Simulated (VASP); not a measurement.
Write the native input for VASP 6.6.1 that does the following.

- Task: single point
- Functional: PBE
- Potentials or basis: VASP PAW PBE potentials, release 64 (Y_sv, Mg, O)
- Cutoff: 520 eV
- k mesh: 6 × 6 × 2
- Occupations: gaussian, width 0.2 eV
- Spin: no spin polarisation
- Dipole correction: no
- Further INCAR settings: ALGO = Normal; EDIFF = 1e-07; NBANDS = 38

The structure of YMg2O2 lies in POSCAR:

```
YMg2O2
1.0
    3.1737383656      0.0023998337     -0.0022636142
   -1.5848139632      2.7446434431      0.0030800477
   -0.0114262113      0.0112040412     16.2645740723
Y Mg O
2 4 4
Direct
    0.0017725658      0.0001537620      0.0000023721
   -0.0017816132     -0.0001599792      0.4999971784
    0.3316144763      0.6673320686      0.3292527509
    0.3342765182      0.6674641498      0.8292622245
    0.6686697173      0.3327669362      0.1707410402
    0.6654476652      0.3324422298      0.6707444374
    0.6646207888      0.3336895632      0.4018138238
    0.6679253099      0.3339232680      0.9017728806
    0.3355464011      0.6663734208      0.0982344915
    0.3319081706      0.6660145809      0.5981788007
```

One way to write it, as run:

INCAR

```
SYSTEM = YMg2O2
PREC = Accurate
ENCUT = 520
EDIFF = 1E-7
ISMEAR = 0
SIGMA = 0.2
LREAL = .False.
LASPH = .True.
NELM = 100
ALGO = Normal
ISIF = 2
LWAVE = .False.
LCHARG = .True.
GGA = PE
LELF = .True.
LVHAR = .True.
NBANDS = 38
```

KPOINTS

```
Automatic mesh
0
Gamma
  6 6 2
  0 0 0
```

Potentials or basis: VASP PAW PBE potentials, release 64 (Y_sv, Mg, O).

Run with:

```sh
$ cat potpaw_PBE.64/Y_sv/POTCAR potpaw_PBE.64/Mg/POTCAR potpaw_PBE.64/O/POTCAR > POTCAR
$ mpirun -np 1 vasp_std > vasp.out
```

It gave:

```yaml
Pressure: -0.2 GPa
Largest_force: 0.021 eV/Å
Band_gap_on_the_k_mesh: zero (bands 27 and 28 overlap by 1.79 eV)
```

Caveat: the k points lie up to 0.38 Å⁻¹ apart, too coarse for converged energies and pressures of a metal.

It took 7.8 min on 1 thread of Intel Xeon 8259CL, with other jobs on the host, peak memory 0.39 GiB.
